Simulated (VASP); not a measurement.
Crystal: Li2AuI3.

```
CELL_PARAMETERS angstrom
4.51628 0.00000 0.00000
-2.25814 3.91121 0.00000
0.00000 0.00000 11.16997
ATOMIC_POSITIONS crystal
Li 0.33333 0.66667 0.67902
Li 0.66667 0.33333 0.32098
Au 0.00000 0.00000 0.00000
I 0.33333 0.66667 0.14299
I 0.66667 0.33333 0.85701
I 0.00000 0.00000 0.50000
```

| Property | Result |
| --- | --- |
| Program | VASP 6.6.1 |
| Task | relaxation of cell and atoms |
| Functional | PBEsol |
| Potentials or basis | VASP PAW PBE potentials, release 64 (Li_sv, Au, I) |
| Cutoff | 600 eV |
| k mesh | 6 × 6 × 2 |
| Occupations | fermi-dirac, width 0.03 eV |
| Spin | no spin polarisation |

At the start: pressure -3.5 GPa; volume 32.88 Å³/atom.

Problem. Where does the relaxation end?

Solution. Over 19 steps the energy falls by 102.6 meV/atom and the volume is 26.15 Å³/atom (-20.5 %); space group P-3m1 (No. 164, to 0.1 Å) before and after.

The path:
```csv
step,energy change (eV),largest force (eV/Å),pressure (GPa),volume (Å³)
1,0.0000,0.1366,-3.54,197.31
2,-0.3415,0.5436,-1.60,177.28
3,-0.3979,0.8340,-0.01,167.69
4,-0.3982,0.8601,0.15,166.92
5,-0.4731,0.6765,0.15,164.30
6,-0.5867,0.2071,0.47,156.56
7,-0.5887,0.2189,0.57,155.22
8,-0.5996,0.1691,-0.10,158.95
9,-0.5988,0.1600,-0.43,159.66
10,-0.5993,0.1646,-0.37,159.25
11,-0.5994,0.1664,-0.36,159.11
12,-0.5995,0.1673,-0.36,159.03
13,-0.6078,0.1096,-0.31,158.83
14,-0.6140,0.0183,-0.24,158.45
15,-0.6142,0.0590,0.35,156.05
16,-0.6150,0.0401,0.01,157.11
17,-0.6150,0.0414,0.03,157.06
18,-0.6154,0.0163,0.04,156.95
19,-0.6154,0.0062,0.03,156.90
```

Final structure:
```xyz
6
Lattice="4.2309 0.0000 0.0000 -2.1154 3.6640 0.0000 0.0000 0.0000 10.1211" Properties=species:S:1:pos:R:3 pbc="T T T"
Li    0.0000    2.4427    6.7333
Li    2.1154    1.2213    3.3878
Au    0.0000    0.0000    0.0000
I     0.0000    2.4427    1.6793
I     2.1154    1.2213    8.4418
I     0.0000    0.0000    5.0606
```

Caveat: the cutoff is under 1.25 times the usual one of these potentials, so pressure, stress and relaxed cells hold a basis-set (Pulay) error; the volume moved by over 15 % at a fixed basis, so the end points are rough; the PAW data sets were made with another functional, which shifts forces and pressure a little.
